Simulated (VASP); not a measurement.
# HgTe (Fm-3m) in VASP: settings compared

The runs below take HgTe through single point, with LDA, PBEsol, PBE.

Everything below comes from runs of VASP 6.6.1. Logs are shortened: lines on timing, memory, paths and dates and some standing lists are left out, and cuts for length are marked.

### 1 The cell of the first run

Symmetry: Fm-3m, No. 225, cubic system. The conventional cell has a = 5.946 Å, b = 5.946 Å, c = 5.946 Å, α = 90.00°, β = 90.00°, γ = 90.00°. Within 3.9 Å of Hg (site symmetry m-3m) lie 6 Te at 2.97 Å. Within 3.9 Å of Te (site symmetry m-3m) lie 6 Hg at 2.97 Å.

### 2 Single point, LDA

Input file INCAR:

```
PREC = Accurate ; ENCUT = 520
EDIFF = 1E-6 ; ISMEAR = -1
SIGMA = 0.1 ; LREAL = F
LASPH = T ; NELM = 80
ALGO = Normal ; ISIF = 2
LWAVE = F ; LCHARG = F
GGA = CA ; NBANDS = 16
```

Input file KPOINTS:

```
regular mesh
0
Gamma
  9 9 9
```

Input file POSCAR:

```
HgTe
1.0
    0.0000000000      2.9729066092      2.9729066092
    2.9729066092      0.0000000000      2.9729066092
    2.9729066092      2.9729066092      0.0000000000
Hg Te
1 1
Direct
    0.0000000000      0.0000000000      0.0000000000
    0.5000000000      0.5000000000      0.5000000000
```

Potentials or basis: VASP PAW LDA potentials, release 64 (Hg, Te).

The run is started by

```
> cat potpaw_LDA.64/Hg/POTCAR potpaw_LDA.64/Te/POTCAR > POTCAR
> mpirun -np 1 vasp_std > vasp.out
```

OUTCAR:

```text
PREC = Accurate
   ENCUT = 520
   EDIFF = 1E-6
   ISMEAR = -1
   LREAL = F
   LASPH = T
   NELM = 80
   ISIF = 2
   GGA = CA

 ion  position               nearest neighbor table
   1  0.000  0.000  0.000-   2 2.97   2 2.97   2 2.97   2 2.97   2 2.97   2 2.97
   2  0.500  0.500  0.500-   1 2.97   1 2.97   1 2.97   1 2.97   1 2.97   1 2.97

  LATTYP: Found a face centered cubic cell.
 ALAT       =     5.9458132184

  Lattice vectors:

 A1 = (   0.0000000000,   2.9729066092,   2.9729066092)
 A2 = (   2.9729066092,   0.0000000000,   2.9729066092)
 A3 = (   2.9729066092,   2.9729066092,   0.0000000000)

Analysis of symmetry for initial positions (statically):
=====================================================================
 Subroutine PRICEL returns:
 Original cell was already a primitive cell.

 Routine SETGRP: Setting up the symmetry group for a
 face centered cubic supercell.

 Subroutine GETGRP returns: Found 48 space group operations
 (whereof 48 operations were pure point group operations)
 out of a pool of 48 trial point group operations.

The static configuration has the point symmetry O_h .

Analysis of symmetry for dynamics (positions and initial velocities):
=====================================================================
 Subroutine PRICEL returns:
 Original cell was already a primitive cell.

 Routine SETGRP: Setting up the symmetry group for a
 face centered cubic supercell.

 Subroutine GETGRP returns: Found 48 space group operations
 (whereof 48 operations were pure point group operations)
 out of a pool of 48 trial point group operations.

The dynamic configuration has the point symmetry O_h .

 Subroutine INISYM returns: Found 48 space group operations
 (whereof 48 operations are pure point group operations),
 and found     1 'primitive' translations

----------------------------------------------------------------------------------------

                                     Primitive cell

  volume of cell :      52.5501

  direct lattice vectors                    reciprocal lattice vectors
     0.000000000  2.972906609  2.972906609    -0.168185572  0.168185572  0.168185572
     2.972906609  0.000000000  2.972906609     0.168185572 -0.168185572  0.168185572
     2.972906609  2.972906609  0.000000000     0.168185572  0.168185572 -0.168185572

  length of vectors
     4.204324846  4.204324846  4.204324846     0.291305957  0.291305957  0.291305957

  position of ions in fractional coordinates (direct lattice)
     0.000000000  0.000000000  0.000000000
     0.500000000  0.500000000  0.500000000

  ion indices of the primitive-cell ions
   primitive index   ion index
                 1           1
                 2           2

----------------------------------------------------------------------------------------

 KPOINTS: regular mesh

Automatic generation of k-mesh.
 Grid dimensions read from file:
 generate k-points for:    9    9    9

 Generating k-lattice:

  Cartesian coordinates                     Fractional coordinates (reciprocal lattice)
    -0.018687286  0.018687286  0.018687286     0.111111111  0.000000000  0.000000000
     0.018687286 -0.018687286  0.018687286     0.000000000  0.111111111  0.000000000
     0.018687286  0.018687286 -0.018687286     0.000000000  0.000000000  0.111111111

  Length of vectors
     0.032367329  0.032367329  0.032367329

  Shift w.r.t. Gamma in fractional coordinates (k-lattice)
     0.000000000  0.000000000  0.000000000

 Subroutine IBZKPT returns following result:
 ===========================================

 Found     35 irreducible k-points:

 Following reciprocal coordinates:
            Coordinates               Weight
  0.000000  0.000000  0.000000      1.000000
  0.111111  0.000000  0.000000      8.000000
  0.222222  0.000000  0.000000      8.000000
  0.333333  0.000000  0.000000      8.000000
  0.444444  0.000000  0.000000      8.000000
  0.111111  0.111111  0.000000      6.000000
[... 16 lines left out ...]
 -0.333333  0.333333  0.000000     12.000000
  0.444444  0.444444  0.000000      6.000000
 [... further k-points ...]
   k-points           NKPTS =     35   k-points in BZ     NKDIM =     35   number of bands    NBANDS=     16
   number of dos      NEDOS =    301   number of ions     NIONS =      2
   total plane-waves  NPLWV =  32768
   dimension x,y,z NGX =    32 NGY =   32 NGZ =   32
   dimension x,y,z NGXF=    64 NGYF=   64 NGZF=   64
   ions per type =               1   1
   NGX,Y,Z   is equivalent  to a cutoff of  12.65, 12.65, 12.65 a.u.
   NGXF,Y,Z  is equivalent  to a cutoff of  25.31, 25.31, 25.31 a.u.
 SYSTEM =  unknown system
   PREC   = accura    normal or accurate (medium, high low for compatibility)
   ISTART =      0    job   : 0-new  1-cont  2-samecut
   ICHARG =      2    charge: 1-file 2-atom 10-const
   ISPIN  =      1    spin polarized calculation?
   LNONCOLLINEAR =      F non collinear calculations
   LSORBIT =      F    spin-orbit coupling
   LASPH  =      T    aspherical Exc in radial PAW
   ENCUT  =  520.0 eV  38.22 Ry    6.18 a.u.   7.82  7.82  7.82*2*pi/ulx,y,z
   NELM   =     80;   NELMIN=  2; NELMDL= -5     # of ELM steps
   EDIFF  = 0.1E-05   stopping-criterion for ELM
   LREAL  =      F    real-space projection
   EDIFFG = 0.1E-04   stopping-criterion for IOM
   NSW    =      0    number of steps for IOM
   IBRION =     -1    ionic relax: 0-MD 1-quasi-New 2-CG
   NFREE  =      0    steps in history (QN), initial steepest desc. (CG)
   ISIF   =      2    stress and relaxation
   ISYM   =      2    0-nonsym 1-usesym 2-fastsym
   POTIM  = 0.5000    time-step for ionic-motion
   TEBEG  =    0.0;   TEEND  =   0.0 temperature during run
   PSTRESS=    0.0 pullay stress
   NELECT =      18.0000    total number of electrons
   NUPDOWN=      -1.0000    fix difference up-down
   EMIN   =  10.00;   EMAX   =-10.00  energy-range for DOS
   EFERMI =   0.00;   METHOD = LEGACY
   ISMEAR =    -1;   SIGMA  =   0.10  broadening in eV -4-tet -1-fermi 0-gaus
   EFERMI_NEDOS =   21; number of points for ismear=-14 and -15
   IALGO  =     38    algorithm
   IMIX   =      4    mixing-type and parameters
     AMIX     =   0.40;   BMIX     =  1.00
     AMIX_MAG =   1.60;   BMIX_MAG =  1.00
  volume/ion in A,a.u.               =      26.28       177.31
  Fermi-wavevector in a.u.,A,eV,Ry     =   1.145445  2.164578 17.851459  1.312045
  Thomas-Fermi vector in A             =   2.282134
   LORBIT       =      0    0 simple, 1 ext, 2 COOP (PROOUT), +10 PAW based schemes
   GGA     = CA    functional components
   LHFCALC =     F    Hartree Fock is set to
   AEXX    =    0.0000 exact exchange contribution
   IVDW    =     0    specifies the selected vdW correction
   LEPSILON=     F    determine dielectric tensor
   LRPA    =     F    only Hartree local field effects (RPA)
 non-spin polarized calculation
  energy-cutoff  :      520.00
  volume of cell :       52.55
 maximum number of plane-waves:      1427
   NGX = 15   NGY = 15   NGZ = 15

 number of electron      17.9999998 magnetization

 Free energy of the ion-electron system (eV)
  ---------------------------------------------------
  ext. energy  EPLUGINS =         0.00000000
  ---------------------------------------------------
  free energy    TOTEN  =        -4.94066542 eV

  energy without entropy =       -4.91550946  energy(sigma->0) =       -4.92808744

 E-fermi :   5.1285     XC(G=0): -10.5011

 val. band max:        5.1272594912   @ k =   0.3333   0.0000   0.0000
 cond. band min:       5.1678358127   @ k =  -0.4444   0.1111   0.0000
 fundamental gap:      0.0405763215
 Fermi energy:         5.1285114123

 k-point     1 :       0.0000    0.0000    0.0000
  band No.  band energies     occupation
      1      -7.5144      2.00000
      2      -1.8971      2.00000
      3      -1.8971      2.00000
      4      -1.8303      2.00000
      5      -1.8303      2.00000
      6      -1.8303      2.00000
[... 8 lines left out ...]
     15      12.9843      0.00000
     16      12.9885      0.00000

 k-point     2 :       0.1111    0.0000    0.0000
  band No.  band energies     occupation
      1      -7.3916      2.00000
      2      -1.9470      2.00000
      3      -1.9470      2.00000
      4      -1.8498      2.00000
      5      -1.8108      2.00000
      6      -1.8108      2.00000
[... 8 lines left out ...]
     15      13.2244      0.00000
     16      13.2244      0.00000

 k-point     3 :       0.2222    0.0000    0.0000
  band No.  band energies     occupation
      1      -7.0429      2.00000
      2      -2.0769      2.00000
      3      -2.0769      2.00000
      4      -1.9276      2.00000
      5      -1.7503      2.00000
      6      -1.7503      2.00000
[... 8 lines left out ...]
     15      13.8260      0.00000
     16      13.8260      0.00000

 k-point     4 :       0.3333    0.0000    0.0000
  band No.  band energies     occupation
      1      -6.5472      2.00000
      2      -2.2171      2.00000
      3      -2.2171      2.00000
      4      -2.1379      2.00000
      5      -1.6777      2.00000
      6      -1.6777      2.00000
[... 8 lines left out ...]
     15      14.7809      0.00000
     16      14.7809      0.00000

 k-point     5 :       0.4444    0.0000    0.0000
  band No.  band energies     occupation
      1      -6.1183      2.00000
      2      -2.4667      2.00000
      3      -2.3040      2.00000
      4      -2.3040      2.00000
      5      -1.6291      2.00000
      6      -1.6291      2.00000
[... 8 lines left out ...]
     15      15.8724      0.00000
     16      15.8724      0.00000

 k-point     6 :       0.1111    0.1111    0.0000
  band No.  band energies     occupation
      1      -7.3545      2.00000
      2      -2.0242      2.00000
      3      -1.8833      2.00000
      4      -1.8513      2.00000
      5      -1.8111      2.00000
      6      -1.8111      2.00000
[... 8 lines left out ...]
     15      14.2436      0.00000
     16      14.2436      0.00000

 k-point     7 :       0.2222    0.1111    0.0000
  band No.  band energies     occupation
      1      -7.0926      2.00000
      2      -2.1550      2.00000
      3      -1.9459      2.00000
      4      -1.8874      2.00000
      5      -1.7758      2.00000
      6      -1.7497      2.00000
[... 8 lines left out ...]
     15      14.2670      0.00000
     16      14.7025      0.00000

 k-point     8 :       0.3333    0.1111    0.0000
  band No.  band energies     occupation
      1      -6.6639      2.00000
      2      -2.2796      2.00000
      3      -2.0837      2.00000
      4      -1.9811      2.00000
      5      -1.7147      2.00000
      6      -1.6702      2.00000
[... 8 lines left out ...]
     15      14.8701      0.00000
     16      15.4259      0.00000

 k-point     9 :       0.4444    0.1111    0.0000
  band No.  band energies     occupation
      1      -6.2226      2.00000
      2      -2.3622      2.00000
      3      -2.2164      2.00000
      4      -2.1624      2.00000
      5      -1.6507      2.00000
      6      -1.6204      2.00000
[... 8 lines left out ...]
     15      16.1977      0.00000
     16      16.2749      0.00000
[... 172 lines left out ...]
 k-point    19 :      -0.2222    0.2222    0.0000
  band No.  band energies     occupation
      1      -6.4621      2.00000
      2      -2.3005      2.00000
      3      -2.2517      2.00000
      4      -1.9078      2.00000
      5      -1.6987      2.00000
      6      -1.6060      2.00000
[... 8 lines left out ...]
     15      15.3056      0.00000
     16      16.9695      0.00000

 k-point    20 :       0.3333    0.3333    0.0000
  band No.  band energies     occupation
      1      -6.5319      2.00000
      2      -2.0569      2.00000
      3      -1.9634      2.00000
      4      -1.8079      2.00000
      5      -1.6389      2.00000
      6      -1.6389      2.00000
[... 8 lines left out ...]
     15      16.9639      0.00000
     16      17.7351      0.00000

 k-point    21 :       0.4444    0.3333    0.0000
  band No.  band energies     occupation
      1      -6.3497      2.00000
      2      -1.9822      2.00000
      3      -1.8660      2.00000
      4      -1.7839      2.00000
      5      -1.5767      2.00000
      6      -1.5123      2.00000
[... 8 lines left out ...]
     15      17.6507      0.00000
     16      17.8030      0.00000

 k-point    22 :      -0.4444    0.3333    0.0000
  band No.  band energies     occupation
      1      -6.1791      2.00000
      2      -2.0067      2.00000
      3      -2.0035      2.00000
      4      -1.7396      2.00000
      5      -1.5652      2.00000
      6      -1.2102      2.00000
[... 8 lines left out ...]
     15      16.1653      0.00000
     16      17.9000      0.00000

 k-point    23 :      -0.3333    0.3333    0.0000
  band No.  band energies     occupation
      1      -6.0960      2.00000
      2      -2.1491      2.00000
      3      -2.1271      2.00000
      4      -1.8104      2.00000
      5      -1.5984      2.00000
      6      -1.3752      2.00000
[... 8 lines left out ...]
     15      15.0285      0.00000
     16      17.6239      0.00000

 k-point    24 :       0.4444    0.4444    0.0000
  band No.  band energies     occupation
      1      -6.3314      2.00000
      2      -2.0018      2.00000
      3      -1.7813      2.00000
      4      -1.5434      2.00000
      5      -1.5434      2.00000
      6      -1.1718      2.00000
[... 8 lines left out ...]
     15      17.8147      0.00000
     16      18.2405      0.00000

 [... further k-points ...]

------------------------ aborting loop because EDIFF is reached ----------------------------------------

  FORCE on cell =-STRESS in cart. coord.  units (eV):
  Direction    XX          YY          ZZ          XY          YZ          ZX
  --------------------------------------------------------------------------------------
  -------------------------------------------------------------------------------------
  Total        0.1287762      0.1287762      0.1287762      0.0000000      0.0000000      0.0000000
  in kB        3.9262006      3.9262006      3.9262006      0.0000000      0.0000000      0.0000000
  external PRESSURE =       3.9262006 kB  Pullay stress =       0.0000000 kB

 VOLUME and BASIS-vectors are now :
 -----------------------------------------------------------------------------
  energy-cutoff  :      520.00
  volume of cell :       52.55
      direct lattice vectors                 reciprocal lattice vectors
     0.000000000  2.972906609  2.972906609    -0.168185572  0.168185572  0.168185572
     2.972906609  0.000000000  2.972906609     0.168185572 -0.168185572  0.168185572
     2.972906609  2.972906609  0.000000000     0.168185572  0.168185572 -0.168185572

 POSITION                                       TOTAL-FORCE (eV/Angst)
 -----------------------------------------------------------------------------------
      0.00000      0.00000      0.00000         0.000000     -0.000000     -0.000000
      2.97291      2.97291      2.97291        -0.000000      0.000000      0.000000
 -----------------------------------------------------------------------------------
    total drift:                                0.000000     -0.000000     -0.000000

  FREE ENERGIE OF THE ION-ELECTRON SYSTEM (eV)
  ---------------------------------------------------
  free  energy   TOTEN  =        -4.9406654178 eV

  energy  without entropy=       -4.9155094574  energy(sigma->0) =       -4.92808744
```

It took 8 s on 1 thread of Intel Xeon 6975P-C (Granite Rapids), shared host; peak memory 0.17 GiB.

What came out:

```yaml
Free_energy: -4.9407 eV
Pressure: 0.4 GPa
Band_gap_on_the_k_mesh: zero (band 9 reaches 5.47 eV, above the bottom of band 10 at 2.59 eV)
```

Caveat: spin-orbit coupling is left out, which moves the levels of the heavy elements.

### 3 Single point, PBEsol

This run uses another cell than the first one, of 27.08 Å³/atom, 1.031 times its volume.

Input file INCAR:

```
ALGO     = Normal         # electronic algorithm
EDIFF    = 1E-6           # SCF threshold, eV
ENCUT    = 520            # plane-wave cutoff, eV
GGA      = PS             # functional
ISIF     = 2              # what is computed and relaxed
ISMEAR   = -1             # smearing method
LASPH    = T              # aspherical terms in the spheres
LCHARG   = T              # write CHGCAR
LELF     = T              # ELF
LREAL    = F              # projectors in reciprocal space
LVHAR    = T            
LWAVE    = F              # write WAVECAR
NBANDS   = 16             # bands
NELM     = 60             # most SCF steps
PREC     = Accurate       # precision mode
SIGMA    = 0.1            # smearing width, eV
```

Input file KPOINTS:

```
k-points
0
Gamma
  9 9 9
```

Input file POSCAR:

```
HgTe
1.0
    0.0000000000      3.0030275760      3.0030275760
    3.0030275760      0.0000000000      3.0030275760
    3.0030275760      3.0030275760      0.0000000000
Hg Te
1 1
Direct
    0.0000000000      0.0000000000      0.0000000000
    0.5000000000      0.5000000000      0.5000000000
```

Potentials or basis: VASP PAW PBE potentials, release 64 (Hg, Te).

The run is started by

```
> cat potpaw_PBE.64/Hg/POTCAR potpaw_PBE.64/Te/POTCAR > POTCAR
> mpirun -np 1 vasp_std > vasp.out
```

It took 9.9 s on 1 thread of Intel Xeon 6975P-C (Granite Rapids), shared host; peak memory 0.19 GiB.

The run converged. Its results:

| Quantity | Value |
| --- | --- |
| Free energy | -4.2341 eV |
| Pressure | 0.2 GPa |
| Band gap on the k mesh | zero (band 9 reaches 5.08 eV, above the bottom of band 10 at 2.35 eV) |

Levels at points of the mesh, in eV from the Fermi level:
| k point | band 7 | band 8 | band 9 | band 10 | band 11 | band 12 |
| --- | --- | --- | --- | --- | --- | --- |
| (0.00, 0.00, 0.00) | -0.83 | -0.78 | -0.78 | -0.78 | 7.62 | 7.62 |

Caveat: the PAW data sets were made with another functional, which shifts forces and pressure a little; spin-orbit coupling is left out, which moves the levels of the heavy elements.

(Continued in part 2 of 2.)
